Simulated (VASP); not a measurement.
Ca: single point with PBEsol

Ca:

```xyz
1
Lattice="-1.8133 1.8133 1.8133 1.8133 -1.8133 1.8133 1.8133 1.8133 -1.8133" Properties=species:S:1:pos:R:3 pbc="T T T"
Ca    0.0000    0.0000    0.0000
```

```
Program                : VASP 6.6.1
Task                   : single point
Functional             : PBEsol
Potentials or basis    : VASP PAW PBE potentials, release 64 (Ca_sv)
Cutoff                 : 520 eV
k mesh                 : 8 × 8 × 8
Occupations            : fermi-dirac, width 0.05 eV
Spin                   : no spin polarisation
Dipole correction      : no
Further INCAR settings : ALGO = Normal; EDIFF = 1e-06; NBANDS = 11
```

```
Pressure               : 20.0 GPa
Band gap on the k mesh : zero (band 5 reaches 5.30 eV, above the bottom of band 6 at 3.73 eV)
```

Levels at points of the mesh, in eV from the Fermi level:
```tsv
k point	band 2	band 3	band 4	band 5	band 6	band 7	band 8	band 9
(0.00, 0.00, 0.00)	-21.26	-21.26	-21.26	-4.66	3.17	3.17	3.17	5.03
(0.50, 0.00, 0.00)	-22.19	-21.53	-21.27	-1.24	1.42	1.49	5.10	5.65
(0.50, 0.50, 0.50)	-21.87	-21.87	-21.87	-0.82	-0.82	6.71	6.71	6.71
```

Wall time 3.5 s on 1 thread of Intel(R) Xeon(R) Platinum 8488C (Sapphire Rapids) (shared host), peak memory 0.13 GiB.

Caveat: the PAW data sets were made with another functional, which shifts forces and pressure a little.
